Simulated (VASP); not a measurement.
# AlIn2Sb2As (P4/mmm) in VASP: further runs

AlIn2Sb2As is run at these levels: PBE; tasks: single point, relaxation of cell and atoms.

Everything below comes from runs of VASP 6.6.1. Logs are shortened: lines on timing, memory, paths and dates and some standing lists are left out, and cuts for length are marked.

### Step 1. The cell of the first run

Symmetry: P4/mmm, No. 123, tetragonal system. Conventional cell: a = 4.264 Å, b = 4.264 Å, c = 7.540 Å, α = 90.00°, β = 90.00°, γ = 90.00°. Al (site symmetry 4/mmm) has 4 In at 2.13 Å within 2.8 Å. In (site symmetry mmm) has 2 Al at 2.13 Å and 4 Sb at 2.81 Å and 4 In at 3.02 Å within 3.1 Å. Sb (site symmetry 4mm) has 4 In at 2.81 Å and 4 Al at 3.53 Å and 4 As at 3.59 Å and 1 Sb at 3.66 Å within 3.7 Å. Within 4.7 Å of As (site symmetry 4/mmm) lie 8 Sb at 3.59 Å and 2 Al at 3.77 Å and 4 As at 4.26 Å and 8 In at 4.33 Å.

The cell was built from a structure type or drawn by symmetry, and may not be a known phase.

### Step 2. Single point, PBE

The input, INCAR:

```
SYSTEM = AlIn2Sb2As
ALGO     = Normal         ! electronic algorithm
EDIFF    = 1E-6           ! SCF threshold, eV
ENCUT    = 520            ! plane-wave cutoff, eV
GGA      = PE             ! functional
ISIF     = 2              ! what is computed and relaxed
ISMEAR   = 0              ! smearing method
LASPH    = .True.         ! aspherical terms in the spheres
LCHARG   = .False.        ! write CHGCAR
LREAL    = .False.        ! projectors in reciprocal space
LWAVE    = .False.        ! write WAVECAR
NBANDS   = 31             ! bands
NELM     = 60             ! most SCF steps
PREC     = Accurate       ! precision mode
SIGMA    = 0.1            ! smearing width, eV
```

The input, KPOINTS:

```
k-points
0
Gamma
  4 4 2
  0 0 0
```

The input, POSCAR:

```
AlIn2Sb2As
1.0
    4.2642510700      0.0000000000      0.0000000000
    0.0000000000      4.2642510700      0.0000000000
    0.0000000000      0.0000000000      7.5398768800
Al In Sb As
1 2 2 1
Direct
    0.5000000000      0.5000000000      0.0000000000
    0.0000000000      0.5000000000      0.0000000000
    0.5000000000      0.0000000000      0.0000000000
    0.0000000000      0.0000000000      0.2425250000
    0.0000000000      0.0000000000      0.7574750000
    0.5000000000      0.5000000000      0.5000000000
```

Potentials or basis: VASP PAW PBE potentials, release 64 (Al, In_d, Sb, As).

Started as:

```sh
$ cat potpaw_PBE.64/Al/POTCAR potpaw_PBE.64/In_d/POTCAR potpaw_PBE.64/Sb/POTCAR potpaw_PBE.64/As/POTCAR > POTCAR
$ mpirun -np 1 vasp_std > vasp.out
```

OUTCAR:

```text
SYSTEM = AlIn2Sb2As
   EDIFF = 1E-6
   ENCUT = 520
   GGA = PE
   ISIF = 2
   ISMEAR = 0
   LASPH = .True.
   LREAL = .False.
   NELM = 60
   PREC = Accurate

 ion  position               nearest neighbor table
   1  0.500  0.500  0.000-   2 2.13   3 2.13   3 2.13   2 2.13   4 3.53   4 3.53   5 3.53   5 3.53
                             4 3.53   5 3.53   4 3.53   5 3.53
   2  0.000  0.500  0.000-   1 2.13   1 2.13   5 2.81   4 2.81   5 2.81   4 2.81   3 3.02   3 3.02
                             3 3.02   3 3.02
   3  0.500  0.000  0.000-   1 2.13   1 2.13   5 2.81   4 2.81   4 2.81   5 2.81   2 3.02   2 3.02
                             2 3.02   2 3.02
   4  0.000  0.000  0.243-   2 2.81   3 2.81   2 2.81   3 2.81   1 3.53   1 3.53   1 3.53   1 3.53
                             5 3.66
   5  0.000  0.000  0.757-   2 2.81   3 2.81   2 2.81   3 2.81   1 3.53   1 3.53   1 3.53   1 3.53
                             4 3.66
   6  0.500  0.500  0.500-

  LATTYP: Found a simple tetragonal cell.
 ALAT       =     4.2642510700
 C/A-ratio  =     1.7681596970

  Lattice vectors:

 A1 = (   4.2642510700,   0.0000000000,   0.0000000000)
 A2 = (   0.0000000000,   4.2642510700,   0.0000000000)
 A3 = (   0.0000000000,   0.0000000000,   7.5398768800)

Analysis of symmetry for initial positions (statically):
=====================================================================
 Subroutine PRICEL returns:
 Original cell was already a primitive cell.

 Routine SETGRP: Setting up the symmetry group for a
 simple tetragonal supercell.

 Subroutine GETGRP returns: Found 16 space group operations
 (whereof 16 operations were pure point group operations)
 out of a pool of 16 trial point group operations.

The static configuration has the point symmetry D_4h.

Analysis of symmetry for dynamics (positions and initial velocities):
=====================================================================
 Subroutine PRICEL returns:
 Original cell was already a primitive cell.

 Routine SETGRP: Setting up the symmetry group for a
 simple tetragonal supercell.

 Subroutine GETGRP returns: Found 16 space group operations
 (whereof 16 operations were pure point group operations)
 out of a pool of 16 trial point group operations.

The dynamic configuration has the point symmetry D_4h.

 Subroutine INISYM returns: Found 16 space group operations
 (whereof 16 operations are pure point group operations),
 and found     1 'primitive' translations

----------------------------------------------------------------------------------------

                                     Primitive cell

  volume of cell :     137.1039

  direct lattice vectors                    reciprocal lattice vectors
     4.264251070  0.000000000  0.000000000     0.234507768  0.000000000  0.000000000
     0.000000000  4.264251070  0.000000000     0.000000000  0.234507768  0.000000000
     0.000000000  0.000000000  7.539876880     0.000000000  0.000000000  0.132628160

  length of vectors
     4.264251070  4.264251070  7.539876880     0.234507768  0.234507768  0.132628160

  position of ions in fractional coordinates (direct lattice)
     0.500000000  0.500000000  0.000000000
     0.000000000  0.500000000  0.000000000
     0.500000000  0.000000000  0.000000000
     0.000000000  0.000000000  0.242525000
     0.000000000  0.000000000  0.757475000
     0.500000000  0.500000000  0.500000000

  ion indices of the primitive-cell ions
   primitive index   ion index
                 1           1
                 2           2
                 3           3
                 4           4
                 5           5
                 6           6

----------------------------------------------------------------------------------------

 KPOINTS: k-points

Automatic generation of k-mesh.
 Grid dimensions read from file:
 generate k-points for:    4    4    2

 Generating k-lattice:

  Cartesian coordinates                     Fractional coordinates (reciprocal lattice)
     0.058626942  0.000000000  0.000000000     0.250000000  0.000000000  0.000000000
     0.000000000  0.058626942  0.000000000     0.000000000  0.250000000  0.000000000
     0.000000000  0.000000000  0.066314080     0.000000000  0.000000000  0.500000000

  Length of vectors
     0.058626942  0.058626942  0.066314080

  Shift w.r.t. Gamma in fractional coordinates (k-lattice)
     0.000000000  0.000000000  0.000000000

 Subroutine IBZKPT returns following result:
 ===========================================

 Found     12 irreducible k-points:

 Following reciprocal coordinates:
            Coordinates               Weight
  0.000000  0.000000  0.000000      1.000000
  0.250000  0.000000  0.000000      4.000000
  0.500000  0.000000  0.000000      2.000000
  0.250000  0.250000  0.000000      4.000000
  0.500000  0.250000  0.000000      4.000000
  0.500000  0.500000  0.000000      1.000000
  0.000000  0.000000  0.500000      1.000000
  0.250000  0.000000  0.500000      4.000000
  0.500000  0.000000  0.500000      2.000000
  0.250000  0.250000  0.500000      4.000000
  0.500000  0.250000  0.500000      4.000000
  0.500000  0.500000  0.500000      1.000000
   k-points           NKPTS =     12   k-points in BZ     NKDIM =     12   number of bands    NBANDS=     31
   number of dos      NEDOS =    301   number of ions     NIONS =      6
   total plane-waves  NPLWV =  57344
   dimension x,y,z NGX =    32 NGY =   32 NGZ =   56
   dimension x,y,z NGXF=    64 NGYF=   64 NGZF=  112
   ions per type =               1   2   2   1
   NGX,Y,Z   is equivalent  to a cutoff of  12.48, 12.48, 12.35 a.u.
   NGXF,Y,Z  is equivalent  to a cutoff of  24.95, 24.95, 24.69 a.u.
 SYSTEM =  AlIn2Sb2As
   PREC   = accura    normal or accurate (medium, high low for compatibility)
   ISTART =      0    job   : 0-new  1-cont  2-samecut
   ICHARG =      2    charge: 1-file 2-atom 10-const
   ISPIN  =      1    spin polarized calculation?
   LNONCOLLINEAR =      F non collinear calculations
   LSORBIT =      F    spin-orbit coupling
   LASPH  =      T    aspherical Exc in radial PAW
   ENCUT  =  520.0 eV  38.22 Ry    6.18 a.u.   7.93  7.93 14.02*2*pi/ulx,y,z
   NELM   =     60;   NELMIN=  2; NELMDL= -5     # of ELM steps
   EDIFF  = 0.1E-05   stopping-criterion for ELM
   LREAL  =      F    real-space projection
   EDIFFG = 0.1E-04   stopping-criterion for IOM
   NSW    =      0    number of steps for IOM
   IBRION =     -1    ionic relax: 0-MD 1-quasi-New 2-CG
   NFREE  =      0    steps in history (QN), initial steepest desc. (CG)
   ISIF   =      2    stress and relaxation
   ISYM   =      2    0-nonsym 1-usesym 2-fastsym
   POTIM  = 0.5000    time-step for ionic-motion
   TEBEG  =    0.0;   TEEND  =   0.0 temperature during run
   PSTRESS=    0.0 pullay stress
   NELECT =      44.0000    total number of electrons
   NUPDOWN=      -1.0000    fix difference up-down
   EMIN   =  10.00;   EMAX   =-10.00  energy-range for DOS
   EFERMI =   0.00;   METHOD = LEGACY
   ISMEAR =     0;   SIGMA  =   0.10  broadening in eV -4-tet -1-fermi 0-gaus
   EFERMI_NEDOS =   21; number of points for ismear=-14 and -15
   IALGO  =     38    algorithm
   IMIX   =      4    mixing-type and parameters
     AMIX     =   0.40;   BMIX     =  1.00
     AMIX_MAG =   1.60;   BMIX_MAG =  1.00
  volume/ion in A,a.u.               =      22.85       154.20
  Fermi-wavevector in a.u.,A,eV,Ry     =   1.120837  2.118075 17.092667  1.256276
  Thomas-Fermi vector in A             =   2.257486
   LORBIT       =      0    0 simple, 1 ext, 2 COOP (PROOUT), +10 PAW based schemes
   GGA     = PE    functional components
   LHFCALC =     F    Hartree Fock is set to
   AEXX    =    0.0000 exact exchange contribution
   IVDW    =     0    specifies the selected vdW correction
   LEPSILON=     F    determine dielectric tensor
   LRPA    =     F    only Hartree local field effects (RPA)
 non-spin polarized calculation
 Gauss-broadening in eV      SIGMA  =   0.10
  energy-cutoff  :      520.00
  volume of cell :      137.10
 maximum number of plane-waves:      3736
 NGX is ok and might be reduce to    32
   NGX = 15   NGY = 15   NGZ = 29

 number of electron      44.0000010 magnetization

 Free energy of the ion-electron system (eV)
  ---------------------------------------------------
  ext. energy  EPLUGINS =         0.00000000
  ---------------------------------------------------
  free energy    TOTEN  =        -9.52344872 eV

  energy without entropy =       -9.49216628  energy(sigma->0) =       -9.50780750

 E-fermi :   7.9299     XC(G=0): -10.1967

 val. band max:        7.9281876588   @ k =   0.2500   0.0000   0.0000
 cond. band min:       8.0509611859   @ k =   0.2500   0.2500   0.5000
 fundamental gap:      0.1227735271
 Fermi energy:         7.9299179407

 k-point     1 :       0.0000    0.0000    0.0000
  band No.  band energies     occupation
      1      -9.2663      2.00000
      2      -8.7988      2.00000
      3      -8.3602      2.00000
      4      -8.1970      2.00000
      5      -8.1832      2.00000
      6      -8.1832      2.00000
[... 23 lines left out ...]
     30      13.0270      0.00000
     31      13.8989      0.00000

 k-point     2 :       0.2500    0.0000    0.0000
  band No.  band energies     occupation
      1      -9.1039      2.00000
      2      -8.6467      2.00000
      3      -8.4511      2.00000
      4      -8.1632      2.00000
      5      -8.1436      2.00000
      6      -8.0681      2.00000
[... 23 lines left out ...]
     30      12.1305      0.00000
     31      12.5005      0.00000

 k-point     3 :       0.5000    0.0000    0.0000
  band No.  band energies     occupation
      1      -8.8204      2.00000
      2      -8.6655      2.00000
      3      -8.2490      2.00000
      4      -8.2406      2.00000
      5      -8.1116      2.00000
      6      -8.0888      2.00000
[... 23 lines left out ...]
     30      12.5479      0.00000
     31      12.9829      0.00000

 k-point     4 :       0.2500    0.2500    0.0000
  band No.  band energies     occupation
      1      -8.9997      2.00000
      2      -8.5488      2.00000
      3      -8.5268      2.00000
      4      -8.2468      2.00000
      5      -8.0714      2.00000
      6      -8.0203      2.00000
[... 23 lines left out ...]
     30      12.9336      0.00000
     31      13.2064      0.00000

 k-point     5 :       0.5000    0.2500    0.0000
  band No.  band energies     occupation
      1      -8.7942      2.00000
      2      -8.7202      2.00000
      3      -8.2867      2.00000
      4      -8.2744      2.00000
      5      -8.2519      2.00000
      6      -8.1981      2.00000
[... 23 lines left out ...]
     30      13.3195      0.00000
     31      13.9842      0.00000
[... 134 lines left out ...]
     30      13.7418      0.00000
     31      13.9524      0.00000

 k-point    10 :       0.2500    0.2500    0.5000
  band No.  band energies     occupation
      1      -8.9997      2.00000
      2      -8.5487      2.00000
      3      -8.5268      2.00000
      4      -8.2471      2.00000
      5      -8.0722      2.00000
      6      -8.0203      2.00000
[... 23 lines left out ...]
     30      13.0511      0.00000
     31      13.4371      0.00000

 k-point    11 :       0.5000    0.2500    0.5000
  band No.  band energies     occupation
      1      -8.7942      2.00000
      2      -8.7202      2.00000
      3      -8.2866      2.00000
      4      -8.2744      2.00000
      5      -8.2522      2.00000
      6      -8.1991      2.00000
[... 23 lines left out ...]
     30      13.2361      0.00000
     31      14.6924      0.00000

 k-point    12 :       0.5000    0.5000    0.5000
  band No.  band energies     occupation
      1      -8.7842      2.00000
      2      -8.7842      2.00000
      3      -8.3138      2.00000
      4      -8.2992      2.00000
      5      -8.2763      2.00000
      6      -8.2763      2.00000
[... 23 lines left out ...]
     30      14.5692      0.00000
     31      15.5764      0.00000

------------------------ aborting loop because EDIFF is reached ----------------------------------------

  FORCE on cell =-STRESS in cart. coord.  units (eV):
  Direction    XX          YY          ZZ          XY          YZ          ZX
  --------------------------------------------------------------------------------------
  -------------------------------------------------------------------------------------
  Total       42.6968991     42.6968991     11.1403041      0.0000000      0.0000000      0.0000000
  in kB      498.9501168    498.9501168    130.1840682      0.0000000      0.0000000      0.0000000
  external PRESSURE =     376.0281006 kB  Pullay stress =       0.0000000 kB

 VOLUME and BASIS-vectors are now :
 -----------------------------------------------------------------------------
  energy-cutoff  :      520.00
  volume of cell :      137.10
      direct lattice vectors                 reciprocal lattice vectors
     4.264251070  0.000000000  0.000000000     0.234507768  0.000000000  0.000000000
     0.000000000  4.264251070  0.000000000     0.000000000  0.234507768  0.000000000
     0.000000000  0.000000000  7.539876880     0.000000000  0.000000000  0.132628160

 POSITION                                       TOTAL-FORCE (eV/Angst)
 -----------------------------------------------------------------------------------
      2.13213      2.13213      0.00000         0.000000     -0.000000      0.000000
      0.00000      2.13213      0.00000         0.000000     -0.000000      0.000000
      2.13213      0.00000      0.00000         0.000000     -0.000000      0.000000
      0.00000      0.00000      1.82861         0.000000     -0.000000      5.006592
      0.00000      0.00000      5.71127        -0.000000      0.000000     -5.006592
      2.13213      2.13213      3.76994         0.000000     -0.000000      0.000000
 -----------------------------------------------------------------------------------
    total drift:                                0.000000      0.000000     -0.000000

  FREE ENERGIE OF THE ION-ELECTRON SYSTEM (eV)
  ---------------------------------------------------
  free  energy   TOTEN  =        -9.5234487187 eV

  energy  without entropy=       -9.4921662832  energy(sigma->0) =       -9.50780750
```

It took 23 s on 1 thread of Intel Xeon 6975P-C (Granite Rapids), shared host; peak memory 0.25 GiB.

What came out:

```yaml
Free_energy: -9.5234 eV
Pressure: 37.6 GPa
Largest_force: 5.007 eV/Å
Band_gap_on_the_k_mesh: zero (bands 22 and 23 overlap by 1.49 eV)
```

Forces in eV/Å, atoms in the order of the input:
```
Al   0.000  0.000  0.000
In   0.000  0.000  0.000
In   0.000  0.000  0.000
Sb   0.000  0.000  5.007
Sb   0.000  0.000 -5.007
As   0.000  0.000  0.000
```

Stress tensor (GPa, compression positive):
```
49.90  0.00  0.00
 0.00 49.90  0.00
 0.00  0.00 13.02
```

Levels at points of the mesh, in eV from the Fermi level:
| k point | band 18 | band 19 | band 20 | band 21 | band 22 | band 23 | band 24 | band 25 | band 26 | band 27 |
| --- | --- | --- | --- | --- | --- | --- | --- | --- | --- | --- |
| (0.00, 0.00, 0.00) | -1.58 | -1.44 | -1.29 | -0.54 | -0.54 | -0.25 | -0.25 | 1.68 | 1.68 | 2.08 |
| (0.50, 0.00, 0.00) | -2.23 | -2.05 | -1.29 | -0.03 | 0.24 | 0.32 | 0.33 | 0.87 | 1.51 | 2.70 |
| (0.50, 0.50, 0.00) | -3.91 | -3.91 | -2.25 | -2.25 | -1.77 | 1.32 | 2.26 | 2.99 | 2.99 | 4.07 |
| (0.00, 0.00, 0.50) | -2.58 | -2.25 | -1.38 | -1.38 | 0.84 | 1.01 | 1.01 | 1.31 | 1.57 | 1.57 |
| (0.50, 0.00, 0.50) | -2.51 | -2.21 | -1.98 | -0.88 | -0.74 | -0.06 | 0.21 | 0.63 | 2.15 | 3.67 |
| (0.50, 0.50, 0.50) | -4.44 | -3.38 | -0.82 | -0.73 | -0.65 | -0.65 | 0.21 | 0.79 | 0.79 | 5.80 |

Caveat: the k points lie up to 0.42 Å⁻¹ apart, too coarse for converged energies and pressures of a metal; spin-orbit coupling is left out, which moves the levels of the heavy elements; forces of over 1 eV/Å act on the atoms, so gaps and moduli don't describe the material at rest.

### Step 3. Single point, PBE

This run uses another cell than the first one, of 30.21 Å³/atom.

The input, INCAR:

```
ALGO     = Normal         # electronic algorithm
EDIFF    = 1E-7           # SCF threshold, eV
ENCUT    = 520            # plane-wave cutoff, eV
GGA      = PE             # functional
ISIF     = 2              # what is computed and relaxed
ISMEAR   = 0              # smearing method
LASPH    = True           # aspherical terms in the spheres
LCHARG   = False          # write CHGCAR
LREAL    = False          # projectors in reciprocal space
LWAVE    = False          # write WAVECAR
NBANDS   = 31             # bands
NELM     = 60             # most SCF steps
PREC     = Accurate       # precision mode
SIGMA    = 0.1            # smearing width, eV
```

The input, KPOINTS:

```
k-points
0
Gamma
  4 4 2
```

The input, POSCAR:

```
AlIn2Sb2As
1.0
    5.2609005861      0.0000000000      0.0000000000
    0.0000000000      5.2609005861      0.0000000000
    0.0000000000      0.0000000000      6.5485331471
Al In Sb As
1 2 2 1
Direct
    0.5000000000      0.5000000000      0.0000000000
    0.0000000000      0.5000000000      0.0000000000
    0.5000000000      0.0000000000      0.0000000000
    0.0000000000      0.0000000000      0.2897469467
    0.0000000000      0.0000000000      0.7102530533
    0.5000000000      0.5000000000      0.5000000000
```

Potentials or basis: VASP PAW PBE potentials, release 64 (Al, In_d, Sb, As).

Started as:

```sh
$ cat potpaw_PBE.64/Al/POTCAR potpaw_PBE.64/In_d/POTCAR potpaw_PBE.64/Sb/POTCAR potpaw_PBE.64/As/POTCAR > POTCAR
$ mpirun -np 1 vasp_std > vasp.out
```

Run time: 42 s. Hardware: 1 thread of Intel Xeon 6975P-C (Granite Rapids), shared host; peak memory 0.31 GiB.

It converged, with:

| Property | Result |
| --- | --- |
| Free energy | -18.2367 eV |
| Pressure | 0.0 GPa |
| Largest force | 0.027 eV/Å |
| Band gap on the k mesh | zero (bands 22 and 23 overlap by 1.43 eV) |

Forces in eV/Å, atoms in the order of the input:
```
Al   0.000  0.000  0.000
In   0.000  0.000  0.000
In   0.000  0.000  0.000
Sb   0.000  0.000 -0.027
Sb   0.000  0.000  0.027
As   0.000  0.000  0.000
```

Levels at points of the mesh, in eV from the Fermi level:
| k point | band 20 | band 21 | band 22 | band 23 | band 24 | band 25 |
| --- | --- | --- | --- | --- | --- | --- |
| (0.00, 0.00, 0.00) | -0.43 | -0.43 | 0.31 | 0.31 | 0.35 | 0.35 |
| (0.50, 0.00, 0.00) | -1.74 | -0.10 | 0.14 | 0.28 | 0.39 | 0.50 |
| (0.50, 0.50, 0.00) | -1.57 | -1.56 | -1.56 | 1.45 | 1.45 | 3.85 |
| (0.00, 0.00, 0.50) | -1.92 | -1.23 | 0.66 | 0.66 | 0.90 | 0.90 |
| (0.50, 0.00, 0.50) | -1.45 | -1.17 | -0.87 | -0.46 | -0.16 | 0.65 |
| (0.50, 0.50, 0.50) | -0.45 | 0.02 | 0.97 | 0.97 | 1.59 | 1.66 |

Caveat: the k points lie up to 0.48 Å⁻¹ apart, too coarse for converged energies and pressures of a metal; spin-orbit coupling is left out, which moves the levels of the heavy elements.

[end of part 1 of 2]
